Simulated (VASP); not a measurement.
# SnTe (Fm-3m) in VASP: notebook

The runs below take SnTe through single point, relaxation of cell and atoms, with PBE+D4, PBE.

All numbers are computed with VASP 6.6.1; they aren't measurements. Logs are shortened: lines on timing, memory, paths and dates and some standing lists are left out, and cuts for length are marked.

## (1) The cell of the first run

The structure is cubic, space group Fm-3m (No. 225). Conventional cell: a = 6.302 Å, b = 6.302 Å, c = 6.302 Å, α = 90.00°, β = 90.00°, γ = 90.00°. Within 4.1 Å of Te (site symmetry m-3m) lie 6 Sn at 3.15 Å. Sn (site symmetry m-3m) has 6 Te at 3.15 Å within 4.1 Å.

## (2) Single point, PBE+D4

Contents of INCAR:

```
SYSTEM = SnTe
PREC = Accurate
ENCUT = 520
EDIFF = 1E-6
ISMEAR = -1
SIGMA = 0.05
LREAL = .FALSE.
LASPH = .TRUE.
NELM = 100
ALGO = Normal
ISIF = 2
LWAVE = .FALSE.
LCHARG = .FALSE.
GGA = PE
IVDW = 13
NBANDS = 17
```

Contents of KPOINTS:

```
Automatic mesh
0
G
  7 7 7
  0 0 0
```

Contents of POSCAR:

```
SnTe
1.0
    0.0000000000      3.1508500000      3.1508500000
    3.1508500000      0.0000000000      3.1508500000
    3.1508500000      3.1508500000      0.0000000000
Te Sn
1 1
Direct
    0.5000000000      0.5000000000      0.5000000000
    0.0000000000      0.0000000000      0.0000000000
```

Potentials or basis: VASP PAW PBE potentials, release 64 (Te, Sn_d).

Run with:

```sh
$ cat potpaw_PBE.64/Te/POTCAR potpaw_PBE.64/Sn_d/POTCAR > POTCAR
$ mpirun -np 1 vasp_std > vasp.out
```

OUTCAR:

```text
SYSTEM = SnTe
   PREC = Accurate
   ENCUT = 520
   EDIFF = 1E-6
   ISMEAR = -1
   LREAL = .FALSE.
   LASPH = .TRUE.
   NELM = 100
   ISIF = 2
   GGA = PE
   IVDW = 13

 ion  position               nearest neighbor table
   1  0.500  0.500  0.500-   2 3.15   2 3.15   2 3.15   2 3.15   2 3.15   2 3.15
   2  0.000  0.000  0.000-   1 3.15   1 3.15   1 3.15   1 3.15   1 3.15   1 3.15

  LATTYP: Found a face centered cubic cell.
 ALAT       =     6.3017000000

  Lattice vectors:

 A1 = (   0.0000000000,   3.1508500000,   3.1508500000)
 A2 = (   3.1508500000,   0.0000000000,   3.1508500000)
 A3 = (   3.1508500000,   3.1508500000,   0.0000000000)

Analysis of symmetry for initial positions (statically):
[... 33 lines left out ...]
                                     Primitive cell

  volume of cell :      62.5624

  direct lattice vectors                    reciprocal lattice vectors
     0.000000000  3.150850000  3.150850000    -0.158687338  0.158687338  0.158687338
     3.150850000  0.000000000  3.150850000     0.158687338 -0.158687338  0.158687338
     3.150850000  3.150850000  0.000000000     0.158687338  0.158687338 -0.158687338

  length of vectors
     4.455974803  4.455974803  4.455974803     0.274854533  0.274854533  0.274854533

  position of ions in fractional coordinates (direct lattice)
     0.500000000  0.500000000  0.500000000
     0.000000000  0.000000000  0.000000000

  ion indices of the primitive-cell ions
   primitive index   ion index
                 1           1
                 2           2

----------------------------------------------------------------------------------------

 KPOINTS: Automatic mesh

Automatic generation of k-mesh.
 Grid dimensions read from file:
 generate k-points for:    7    7    7

 Generating k-lattice:

  Cartesian coordinates                     Fractional coordinates (reciprocal lattice)
    -0.022669620  0.022669620  0.022669620     0.142857143  0.000000000  0.000000000
     0.022669620 -0.022669620  0.022669620     0.000000000  0.142857143  0.000000000
     0.022669620  0.022669620 -0.022669620     0.000000000  0.000000000  0.142857143

  Length of vectors
     0.039264933  0.039264933  0.039264933

  Shift w.r.t. Gamma in fractional coordinates (k-lattice)
     0.000000000  0.000000000  0.000000000

 Subroutine IBZKPT returns following result:
 ===========================================

 Found     20 irreducible k-points:

 Following reciprocal coordinates:
            Coordinates               Weight
  0.000000  0.000000  0.000000      1.000000
  0.142857  0.000000  0.000000      8.000000
  0.285714  0.000000  0.000000      8.000000
  0.428571  0.000000  0.000000      8.000000
  0.142857  0.142857  0.000000      6.000000
  0.285714  0.142857  0.000000     24.000000
[... 12 lines left out ...]
 -0.428571  0.428571  0.142857     24.000000
 -0.285714  0.428571  0.142857     24.000000
   k-points           NKPTS =     20   k-points in BZ     NKDIM =     20   number of bands    NBANDS=     17
   number of dos      NEDOS =    301   number of ions     NIONS =      2
   total plane-waves  NPLWV =  46656
   dimension x,y,z NGX =    36 NGY =   36 NGZ =   36
   dimension x,y,z NGXF=    72 NGYF=   72 NGZF=   72
   ions per type =               1   1
   NGX,Y,Z   is equivalent  to a cutoff of  13.43, 13.43, 13.43 a.u.
   NGXF,Y,Z  is equivalent  to a cutoff of  26.86, 26.86, 26.86 a.u.
 SYSTEM =  SnTe
   PREC   = accura    normal or accurate (medium, high low for compatibility)
   ISTART =      0    job   : 0-new  1-cont  2-samecut
   ICHARG =      2    charge: 1-file 2-atom 10-const
   ISPIN  =      1    spin polarized calculation?
   LNONCOLLINEAR =      F non collinear calculations
   LSORBIT =      F    spin-orbit coupling
   LASPH  =      T    aspherical Exc in radial PAW
   ENCUT  =  520.0 eV  38.22 Ry    6.18 a.u.   8.29  8.29  8.29*2*pi/ulx,y,z
   NELM   =    100;   NELMIN=  2; NELMDL= -5     # of ELM steps
   EDIFF  = 0.1E-05   stopping-criterion for ELM
   LREAL  =      F    real-space projection
   EDIFFG = 0.1E-04   stopping-criterion for IOM
   NSW    =      0    number of steps for IOM
   IBRION =     -1    ionic relax: 0-MD 1-quasi-New 2-CG
   NFREE  =      0    steps in history (QN), initial steepest desc. (CG)
   ISIF   =      2    stress and relaxation
   ISYM   =      2    0-nonsym 1-usesym 2-fastsym
   POTIM  = 0.5000    time-step for ionic-motion
   TEBEG  =    0.0;   TEEND  =   0.0 temperature during run
   PSTRESS=    0.0 pullay stress
   NELECT =      20.0000    total number of electrons
   NUPDOWN=      -1.0000    fix difference up-down
   EMIN   =  10.00;   EMAX   =-10.00  energy-range for DOS
   EFERMI =   0.00;   METHOD = LEGACY
   ISMEAR =    -1;   SIGMA  =   0.05  broadening in eV -4-tet -1-fermi 0-gaus
   EFERMI_NEDOS =   21; number of points for ismear=-14 and -15
   IALGO  =     38    algorithm
   IMIX   =      4    mixing-type and parameters
     AMIX     =   0.40;   BMIX     =  1.00
     AMIX_MAG =   1.60;   BMIX_MAG =  1.00
  volume/ion in A,a.u.               =      31.28       211.10
  Fermi-wavevector in a.u.,A,eV,Ry     =   1.119387  2.115336 17.048485  1.253028
  Thomas-Fermi vector in A             =   2.256026
   LORBIT       =      0    0 simple, 1 ext, 2 COOP (PROOUT), +10 PAW based schemes
   GGA     = PE    functional components
   LHFCALC =     F    Hartree Fock is set to
   AEXX    =    0.0000 exact exchange contribution
   IVDW    =    13    specifies the selected vdW correction
   LEPSILON=     F    determine dielectric tensor
   LRPA    =     F    only Hartree local field effects (RPA)
 non-spin polarized calculation
  energy-cutoff  :      520.00
  volume of cell :       62.56
 maximum number of plane-waves:      1705
 NGX is ok and might be reduce to    36
   NGX = 17   NGY = 17   NGZ = 17

 number of electron      19.9999998 magnetization

 Free energy of the ion-electron system (eV)
  ---------------------------------------------------
  ext. energy  EPLUGINS =         0.00000000
  ---------------------------------------------------
  free energy    TOTEN  =        -7.54729065 eV

  energy without entropy =       -7.54721792  energy(sigma->0) =       -7.54725428

 E-fermi :   7.0300     XC(G=0):  -9.4968

 val. band max:        6.7137946774   @ k =   0.4286   0.0000   0.0000
 cond. band min:       7.3753869064   @ k =   0.4286   0.0000   0.0000
 fundamental gap:      0.6615922290
 Fermi energy:         7.0300238027

 k-point     1 :       0.0000    0.0000    0.0000
  band No.  band energies     occupation
      1     -14.9456      2.00000
      2     -14.9456      2.00000
      3     -14.9396      2.00000
      4     -14.9396      2.00000
      5     -14.9396      2.00000
      6      -5.8512      2.00000
[... 9 lines left out ...]
     16      11.7061      0.00000
     17      13.7763      0.00000

 k-point     2 :       0.1429    0.0000    0.0000
  band No.  band energies     occupation
      1     -14.9464      2.00000
      2     -14.9464      2.00000
      3     -14.9393      2.00000
      4     -14.9385      2.00000
      5     -14.9385      2.00000
      6      -5.6802      2.00000
[... 9 lines left out ...]
     16      12.1219      0.00000
     17      15.0138      0.00000

 k-point     3 :       0.2857    0.0000    0.0000
  band No.  band energies     occupation
      1     -14.9486      2.00000
      2     -14.9486      2.00000
      3     -14.9386      2.00000
      4     -14.9355      2.00000
      5     -14.9355      2.00000
      6      -5.2116      2.00000
[... 9 lines left out ...]
     16      13.2638      0.00000
     17      17.4094      0.00000

 k-point     4 :       0.4286    0.0000    0.0000
  band No.  band energies     occupation
      1     -14.9506      2.00000
      2     -14.9506      2.00000
      3     -14.9381      2.00000
      4     -14.9330      2.00000
      5     -14.9330      2.00000
      6      -4.6741      2.00000
[... 9 lines left out ...]
     16      15.0040      0.00000
     17      16.5079      0.00000

 k-point     5 :       0.1429    0.1429    0.0000
  band No.  band energies     occupation
      1     -14.9485      2.00000
      2     -14.9447      2.00000
      3     -14.9403      2.00000
      4     -14.9377      2.00000
      5     -14.9377      2.00000
      6      -5.6239      2.00000
[... 9 lines left out ...]
     16      12.7980      0.00000
     17      14.0407      0.00000

 k-point     6 :       0.2857    0.1429    0.0000
  band No.  band energies     occupation
      1     -14.9512      2.00000
      2     -14.9453      2.00000
      3     -14.9401      2.00000
      4     -14.9356      2.00000
      5     -14.9349      2.00000
      6      -5.2556      2.00000
[... 9 lines left out ...]
     16      13.9643      0.00000
     17      15.4998      0.00000

 k-point     7 :       0.4286    0.1429    0.0000
  band No.  band energies     occupation
      1     -14.9529      2.00000
      2     -14.9477      2.00000
      3     -14.9385      2.00000
      4     -14.9340      2.00000
      5     -14.9324      2.00000
      6      -4.7226      2.00000
[... 9 lines left out ...]
     16      15.6371      0.00000
     17      16.4370      0.00000

 k-point     8 :      -0.4286    0.1429    0.0000
  band No.  band energies     occupation
      1     -14.9522      2.00000
      2     -14.9496      2.00000
      3     -14.9372      2.00000
      4     -14.9334      2.00000
      5     -14.9325      2.00000
      6      -4.4949      2.00000
[... 9 lines left out ...]
     16      14.8557      0.00000
     17      17.0905      0.00000

 k-point     9 :      -0.2857    0.1429    0.0000
  band No.  band energies     occupation
      1     -14.9498      2.00000
      2     -14.9496      2.00000
      3     -14.9378      2.00000
      4     -14.9348      2.00000
      5     -14.9339      2.00000
      6      -4.8990      2.00000
[... 9 lines left out ...]
     16      15.7122      0.00000
     17      16.0225      0.00000

 k-point    10 :      -0.1429    0.1429    0.0000
  band No.  band energies     occupation
      1     -14.9484      2.00000
      2     -14.9469      2.00000
      3     -14.9390      2.00000
      4     -14.9375      2.00000
      5     -14.9360      2.00000
      6      -5.4089      2.00000
[... 9 lines left out ...]
     16      13.7453      0.00000
     17      14.6058      0.00000

 k-point    11 :       0.2857    0.2857    0.0000
  band No.  band energies     occupation
      1     -14.9556      2.00000
      2     -14.9428      2.00000
      3     -14.9420      2.00000
      4     -14.9331      2.00000
      5     -14.9331      2.00000
      6      -5.0162      2.00000
[... 9 lines left out ...]
     16      15.2352      0.00000
     17      15.2366      0.00000

 k-point    12 :       0.4286    0.2857    0.0000
  band No.  band energies     occupation
      1     -14.9581      2.00000
      2     -14.9433      2.00000
      3     -14.9415      2.00000
      4     -14.9316      2.00000
      5     -14.9310      2.00000
      6      -4.5987      2.00000
[... 9 lines left out ...]
     16      16.2639      0.00000
     17      16.6943      0.00000

 k-point    13 :      -0.4286    0.2857    0.0000
  band No.  band energies     occupation
      1     -14.9569      2.00000
      2     -14.9458      2.00000
      3     -14.9386      2.00000
      4     -14.9325      2.00000
      5     -14.9309      2.00000
      6      -4.3044      2.00000
[... 9 lines left out ...]
     16      15.2998      0.00000
     17      17.6719      0.00000

 k-point    14 :      -0.2857    0.2857    0.0000
  band No.  band energies     occupation
      1     -14.9531      2.00000
      2     -14.9485      2.00000
      3     -14.9353      2.00000
      4     -14.9352      2.00000
      5     -14.9328      2.00000
      6      -4.4731      2.00000
[... 9 lines left out ...]
     16      13.8333      0.00000
     17      16.2233      0.00000

 k-point    15 :       0.4286    0.4286    0.0000
  band No.  band energies     occupation
      1     -14.9621      2.00000
      2     -14.9433      2.00000
      3     -14.9411      2.00000
      4     -14.9293      2.00000
      5     -14.9293      2.00000
      6      -4.3792      2.00000
[... 9 lines left out ...]
     16      16.9162      0.00000
     17      17.9219      0.00000

 k-point    16 :      -0.4286    0.4286    0.0000
  band No.  band energies     occupation
      1     -14.9615      2.00000
      2     -14.9423      2.00000
      3     -14.9421      2.00000
      4     -14.9298      2.00000
      5     -14.9293      2.00000
      6      -4.2425      2.00000
[... 9 lines left out ...]
     16      16.4794      0.00000
     17      16.9917      0.00000

 k-point    17 :       0.4286    0.2857    0.1429
  band No.  band energies     occupation
      1     -14.9539      2.00000
      2     -14.9457      2.00000
      3     -14.9397      2.00000
      4     -14.9334      2.00000
      5     -14.9333      2.00000
      6      -4.8495      2.00000
[... 9 lines left out ...]
     16      15.3087      0.00000
     17      16.1277      0.00000

 k-point    18 :      -0.4286    0.2857    0.1429
  band No.  band energies     occupation
      1     -14.9548      2.00000
      2     -14.9473      2.00000
      3     -14.9374      2.00000
      4     -14.9342      2.00000
      5     -14.9312      2.00000
      6      -4.4202      2.00000
[... 9 lines left out ...]
     16      15.7431      0.00000
     17      16.9560      0.00000

 k-point    19 :      -0.4286    0.4286    0.1429
  band No.  band energies     occupation
      1     -14.9593      2.00000
      2     -14.9438      2.00000
      3     -14.9406      2.00000
      4     -14.9318      2.00000
      5     -14.9293      2.00000
      6      -4.3038      2.00000
[... 9 lines left out ...]
     16      16.5737      0.00000
     17      17.5216      0.00000

 k-point    20 :      -0.2857    0.4286    0.1429
  band No.  band energies     occupation
      1     -14.9573      2.00000
      2     -14.9459      2.00000
      3     -14.9375      2.00000
      4     -14.9346      2.00000
      5     -14.9294      2.00000
      6      -4.2150      2.00000
[... 9 lines left out ...]
     16      16.7522      0.00000
     17      17.3797      0.00000

------------------------ aborting loop because EDIFF is reached ----------------------------------------

  DFT-D4 for vdW energy calculation

  Edisp (eV):   -0.88083

  FORCE on cell =-STRESS in cart. coord.  units (eV):
  Direction    XX          YY          ZZ          XY          YZ          ZX
  --------------------------------------------------------------------------------------
  -------------------------------------------------------------------------------------
  Total      -0.00950    -0.00950    -0.00950    -0.00000    -0.00000    -0.00000
  in kB      -0.24325    -0.24325    -0.24325    -0.00000    -0.00000    -0.00000
  external pressure =       -0.24 kB  Pullay stress =        0.00 kB

 VOLUME and BASIS-vectors are now :
 -----------------------------------------------------------------------------
  energy-cutoff  :      520.00
  volume of cell :       62.56
      direct lattice vectors                 reciprocal lattice vectors
     0.000000000  3.150850000  3.150850000    -0.158687338  0.158687338  0.158687338
     3.150850000  0.000000000  3.150850000     0.158687338 -0.158687338  0.158687338
     3.150850000  3.150850000  0.000000000     0.158687338  0.158687338 -0.158687338

 POSITION                                       TOTAL-FORCE (eV/Angst)
 -----------------------------------------------------------------------------------
      3.15085      3.15085      3.15085         0.000000      0.000000      0.000000
      0.00000      0.00000      0.00000         0.000000     -0.000000     -0.000000
 -----------------------------------------------------------------------------------
    total drift:                               -0.000000      0.000000      0.000000

  FREE ENERGIE OF THE ION-ELECTRON SYSTEM (eV)
  ---------------------------------------------------
  free  energy   TOTEN  =        -8.4281200586 eV

  energy  without entropy=       -8.4280473221  energy(sigma->0) =       -8.42808369
```

It took 14 s on 1 thread of Intel Xeon 6975P-C (Granite Rapids), shared host; peak memory 0.2 GiB.

Results:

- Free energy: -8.4281 eV
- Pressure: 0.0 GPa
- Dispersion energy per atom: -0.440 eV

Levels at points of the mesh, in eV from the Fermi level:
```
           k point  band 7  band 8  band 9  band 10  band 11  band 12  band 13  band 14
(0.00, 0.00, 0.00)   -4.75   -2.22   -2.22    -2.22     3.28     3.28     3.28     4.68
```

Caveat: this odd mesh misses L, where the gap lies, so gap, dielectric constants and Born charges aren't listed; spin-orbit coupling is left out, which moves the levels of the heavy elements.

## (3) Single point, PBE

This run uses another cell than the first one, of 32.87 Å³/atom, 1.051 times its volume.

Contents of INCAR:

```
PREC = Accurate
ENCUT = 520
EDIFF = 1E-7
ISMEAR = -1
SIGMA = 0.05
LREAL = False
LASPH = True
NELM = 100
ALGO = Normal
ISIF = 2
LWAVE = False
LCHARG = False
GGA = PE
NBANDS = 17
```

Contents of KPOINTS:

```
Automatic mesh
0
Gamma
  7 7 7
```

Contents of POSCAR:

```
SnTe
1.0
    0.0000000000      3.2034278115      3.2034278115
    3.2034278115      0.0000000000      3.2034278115
    3.2034278115      3.2034278115      0.0000000000
Te Sn
1 1
Direct
    0.5000000000      0.5000000000      0.5000000000
    0.0000000000      0.0000000000      0.0000000000
```

Potentials or basis: VASP PAW PBE potentials, release 64 (Te, Sn_d).

Run with:

```sh
$ cat potpaw_PBE.64/Te/POTCAR potpaw_PBE.64/Sn_d/POTCAR > POTCAR
$ mpirun -np 1 vasp_std > vasp.out
```

It took 17 s on 1 thread of Intel Xeon 6975P-C (Granite Rapids), shared host; peak memory 0.2 GiB.

Results (log left out):

```
Free energy : -7.5686 eV
Pressure    : 0.0 GPa
```

Levels at points of the mesh, in eV from the Fermi level:
```csv
k point,band 7,band 8,band 9,band 10,band 11,band 12,band 13,band 14
"(0.00, 0.00, 0.00)",-4.91,-2.06,-2.06,-2.06,3.20,3.20,3.20,4.80
```

Caveat: this odd mesh misses L, where the gap lies, so gap, dielectric constants and Born charges aren't listed; spin-orbit coupling is left out, which moves the levels of the heavy elements.

(Part 1 of 2 ends here.)
